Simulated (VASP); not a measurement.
## Ge: single point with r2SCAN

Crystal: Ge.

```xyz
1
Lattice="2.6816 0.0000 0.0000 0.0000 2.6816 0.0000 0.0000 0.0000 2.6816" Properties=species:S:1:pos:R:3 pbc="T T T"
Ge    0.0000    0.0000    0.0000
```

This isn't the form of Ge at room conditions, which is diamond.

```yaml
Program: VASP 6.6.1
Task: single point
Functional: r2SCAN
Potentials_or_basis: VASP PAW PBE potentials, release 64 (Ge_d)
Cutoff: 520 eV
k_mesh: 13 × 13 × 13
Occupations: fermi-dirac, width 0.1 eV
Spin: no spin polarisation
Dipole_correction: no
Further_INCAR_settings: ALGO = Normal; EDIFF = 1e-06; NBANDS = 13
```

- Pressure: 0.0 GPa
- Band gap on the k mesh: zero (bands 7 and 8 overlap by 9.57 eV)

Levels at points of the mesh, in eV from the Fermi level:
| k point | band 4 | band 5 | band 6 | band 7 | band 8 | band 9 | band 10 | band 11 |
| --- | --- | --- | --- | --- | --- | --- | --- | --- |
| (0.00, 0.00, 0.00) | -25.20 | -25.20 | -13.67 | 7.05 | 7.05 | 7.05 | 10.54 | 10.54 |

Run time: 68 s on 1 thread of Intel Xeon 8259CL, on a shared host, peak memory 0.14 GiB.

Caveat: the PAW data sets were made with another functional, which shifts forces and pressure a little.
